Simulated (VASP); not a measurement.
# SnO (P4/nmm) in VASP: a series of runs

SnO is run at these levels: LDA; tasks: single point.

All numbers are computed with VASP 6.6.1; they aren't measurements. Logs are shortened: lines on timing, memory, paths and dates and some standing lists are left out, and cuts for length are marked.

## 1. The cell of the first run

Symmetry: P4/nmm, No. 129, tetragonal system. The conventional cell has a = 3.637 Å, b = 3.637 Å, c = 5.392 Å, α = 90.00°, β = 90.00°, γ = 90.00°. Sn (site symmetry 4mm) has 4 O at 2.25 Å within 3.0 Å. O (site symmetry -4m2) has 4 Sn at 2.25 Å and 4 O at 2.57 Å within 3.0 Å.

## 2. Single point, LDA (volume 17.835 Å^3 an atom, c/a of the conventional cell 1.4825)

INCAR reads:

```
PREC = Accurate
ENCUT = 520
EDIFF = 1E-6
ISMEAR = 0
SIGMA = 0.15
LREAL = F
LASPH = T
NELM = 100
ALGO = Normal
ISIF = 2
LWAVE = F
LCHARG = T
LELF = T
LVHAR = T
NBANDS = 28
```

KPOINTS reads:

```
regular mesh
0
Gamma
  12 12 10
```

POSCAR reads:

```
SnO
1.0
    3.6373028899      0.0000000000      0.0000000000
    0.0000000000      3.6373028899      0.0000000000
    0.0000000000      0.0000000000      5.3923015342
Sn O
2 2
Direct
    0.0000000000      0.5000000000      0.2457459271
    0.5000000000      0.0000000000      0.7542540729
    0.0000000000      0.0000000000      0.0000000000
    0.5000000000      0.5000000000      0.0000000000
```

Potentials or basis: VASP PAW LDA potentials, release 64 (Sn_d, O).

On the command line:

```bash
> cat potpaw_LDA.64/Sn_d/POTCAR potpaw_LDA.64/O/POTCAR > POTCAR
> mpirun -np 1 vasp_std > vasp.out
```

OUTCAR:

```text
PREC = Accurate
   ENCUT = 520
   EDIFF = 1E-6
   ISMEAR = 0
   LREAL = F
   LASPH = T
   NELM = 100
   ISIF = 2

 ion  position               nearest neighbor table
   1  0.000  0.500  0.246-   3 2.25   4 2.25   3 2.25   4 2.25   2 3.69   2 3.69   2 3.69   2 3.69

   2  0.500  0.000  0.754-   3 2.25   4 2.25   4 2.25   3 2.25   1 3.69   1 3.69   1 3.69   1 3.69

   3  0.000  0.000  0.000-   1 2.25   2 2.25   1 2.25   2 2.25
   4  0.500  0.500  0.000-   1 2.25   2 2.25   2 2.25   1 2.25

  LATTYP: Found a simple tetragonal cell.
 ALAT       =     3.6373028899
 C/A-ratio  =     1.4825000000

  Lattice vectors:

 A1 = (   3.6373028899,   0.0000000000,   0.0000000000)
 A2 = (   0.0000000000,   3.6373028899,   0.0000000000)
 A3 = (   0.0000000000,   0.0000000000,   5.3923015342)

Analysis of symmetry for initial positions (statically):
=====================================================================
 Subroutine PRICEL returns:
 Original cell was already a primitive cell.

 Routine SETGRP: Setting up the symmetry group for a
 simple tetragonal supercell.

 Subroutine GETGRP returns: Found 16 space group operations
 (whereof  8 operations were pure point group operations)
 out of a pool of 16 trial point group operations.

The static configuration has the point symmetry D_2d.
 The point group associated with its full space group is D_4h.

Analysis of symmetry for dynamics (positions and initial velocities):
=====================================================================
 Subroutine PRICEL returns:
 Original cell was already a primitive cell.

 Routine SETGRP: Setting up the symmetry group for a
 simple tetragonal supercell.

 Subroutine GETGRP returns: Found 16 space group operations
 (whereof  8 operations were pure point group operations)
 out of a pool of 16 trial point group operations.

The dynamic configuration has the point symmetry D_2d.
 The point group associated with its full space group is D_4h.

 Subroutine INISYM returns: Found 16 space group operations
 (whereof  8 operations are pure point group operations),
 and found     1 'primitive' translations

----------------------------------------------------------------------------------------

                                     Primitive cell

  volume of cell :      71.3400
[... 85 lines left out ...]
   ISTART =      0    job   : 0-new  1-cont  2-samecut
   ICHARG =      2    charge: 1-file 2-atom 10-const
   ISPIN  =      1    spin polarized calculation?
   LNONCOLLINEAR =      F non collinear calculations
   LSORBIT =      F    spin-orbit coupling
   LASPH  =      T    aspherical Exc in radial PAW
   ENCUT  =  520.0 eV  38.22 Ry    6.18 a.u.   6.76  6.76 10.03*2*pi/ulx,y,z
   NELM   =    100;   NELMIN=  2; NELMDL= -5     # of ELM steps
   EDIFF  = 0.1E-05   stopping-criterion for ELM
   LREAL  =      F    real-space projection
   EDIFFG = 0.1E-04   stopping-criterion for IOM
   NSW    =      0    number of steps for IOM
   IBRION =     -1    ionic relax: 0-MD 1-quasi-New 2-CG
   NFREE  =      0    steps in history (QN), initial steepest desc. (CG)
   ISIF   =      2    stress and relaxation
   ISYM   =      2    0-nonsym 1-usesym 2-fastsym
   POTIM  = 0.5000    time-step for ionic-motion
   TEBEG  =    0.0;   TEEND  =   0.0 temperature during run
   PSTRESS=    0.0 pullay stress
   NELECT =      40.0000    total number of electrons
   NUPDOWN=      -1.0000    fix difference up-down
   EMIN   =  10.00;   EMAX   =-10.00  energy-range for DOS
   EFERMI =   0.00;   METHOD = LEGACY
   ISMEAR =     0;   SIGMA  =   0.15  broadening in eV -4-tet -1-fermi 0-gaus
   EFERMI_NEDOS =   21; number of points for ismear=-14 and -15
   IALGO  =     38    algorithm
   IMIX   =      4    mixing-type and parameters
     AMIX     =   0.40;   BMIX     =  1.00
     AMIX_MAG =   1.60;   BMIX_MAG =  1.00
  volume/ion in A,a.u.               =      17.84       120.36
  Fermi-wavevector in a.u.,A,eV,Ry     =   1.349948  2.551032 24.794718  1.822360
  Thomas-Fermi vector in A             =   2.477493
   LORBIT       =      0    0 simple, 1 ext, 2 COOP (PROOUT), +10 PAW based schemes
   GGA     = CA    functional components
   LHFCALC =     F    Hartree Fock is set to
   AEXX    =    0.0000 exact exchange contribution
   IVDW    =     0    specifies the selected vdW correction
   LEPSILON=     F    determine dielectric tensor
   LRPA    =     F    only Hartree local field effects (RPA)
 non-spin polarized calculation
 Gauss-broadening in eV      SIGMA  =   0.15
  energy-cutoff  :      520.00
  volume of cell :       71.34
 maximum number of plane-waves:      1960
 NGX is ok and might be reduce to    28
   NGX = 13   NGY = 13   NGZ = 21

 number of electron      39.9999975 magnetization

 Free energy of the ion-electron system (eV)
  ---------------------------------------------------
  ext. energy  EPLUGINS =         0.00000000
  ---------------------------------------------------
  free energy    TOTEN  =       -25.25040112 eV

  energy without entropy =      -25.24814040  energy(sigma->0) =      -25.24927076

 E-fermi :   6.6078     XC(G=0): -10.5835

 val. band max:        6.4974111532   @ k =   0.0000   0.0000   0.1000
 cond. band min:       6.6511246806   @ k =   0.0833   0.0833   0.0000
 fundamental gap:      0.1537135274
 Fermi energy:         6.6077679530

 k-point     1 :       0.0000    0.0000    0.0000
  band No.  band energies     occupation
      1     -15.1417      2.00000
      2     -14.8994      2.00000
      3     -14.8008      2.00000
      4     -14.7990      2.00000
      5     -14.7990      2.00000
      6     -14.7735      2.00000
[... 733 lines left out ...]
     27      14.4414      0.00000
     28      15.0354      0.00000

 [... further k-points ...]
[... 5 lines left out ...]
  --------------------------------------------------------------------------------------
  -------------------------------------------------------------------------------------
  Total        0.2782939      0.2782939     -7.1692664      0.0000000     -0.0000000      0.0000000
  in kB        6.2500159      6.2500159   -161.0097576      0.0000000     -0.0000000      0.0000000
  external PRESSURE =     -49.5032419 kB  Pullay stress =       0.0000000 kB

 VOLUME and BASIS-vectors are now :
 -----------------------------------------------------------------------------
  energy-cutoff  :      520.00
  volume of cell :       71.34
      direct lattice vectors                 reciprocal lattice vectors
     3.637302890  0.000000000  0.000000000     0.274928987  0.000000000  0.000000000
     0.000000000  3.637302890  0.000000000     0.000000000  0.274928987  0.000000000
     0.000000000  0.000000000  5.392301534     0.000000000  0.000000000  0.185449570

 POSITION                                       TOTAL-FORCE (eV/Angst)
 -----------------------------------------------------------------------------------
      0.00000      1.81865      1.32514        -0.000000      0.000000     -2.359713
      1.81865      0.00000      4.06717         0.000000      0.000000      2.359713
      0.00000      0.00000      0.00000         0.000000     -0.000000      0.000000
      1.81865      1.81865      0.00000        -0.000000      0.000000      0.000000
 -----------------------------------------------------------------------------------
    total drift:                                0.000000      0.000000     -0.000000

  FREE ENERGIE OF THE ION-ELECTRON SYSTEM (eV)
  ---------------------------------------------------
  free  energy   TOTEN  =       -25.2504011202 eV

  energy  without entropy=      -25.2481403992  energy(sigma->0) =      -25.24927076
```

stdout:

```text
POSCAR found type information on POSCAR SnO
 POSCAR found :  2 types and       4 ions
 scaLAPACK will be used
 LDA part: xc-table for (Slater(with rela. corr.)+CA(PZ))
 , standard interpolation
 POSCAR, INCAR and KPOINTS ok, starting setup
 FFT: planning ... GRIDC
 FFT: planning ... GRID_SOFT
 FFT: planning ... GRID
 WAVECAR not read
 entering main loop
```

Wall time 4.2 min (1 thread of Intel Xeon Platinum 8259CL at 2.50GHz (Skylake/Cascade Lake), shared host); peak memory 0.36 GiB.

What came out:

```
Free energy            : -25.2504 eV
Pressure               : -5.0 GPa
Largest force          : 2.360 eV/Å
Band gap on the k mesh : zero (band 20 reaches 6.75 eV, above the bottom of band 21 at 6.36 eV)
```

Forces on the atoms (eV/Å):
```
Sn   0.000  0.000 -2.360
Sn   0.000  0.000  2.360
O    0.000  0.000  0.000
O    0.000  0.000  0.000
```

Stress tensor (GPa, compression positive):
```
  0.63   0.00   0.00
  0.00   0.63   0.00
  0.00   0.00 -16.10
```

Caveat: spin-orbit coupling is left out, which moves the levels of the heavy elements; forces of over 1 eV/Å act on the atoms, so gaps and moduli don't describe the material at rest.

(Continued in part 2 of 2.)
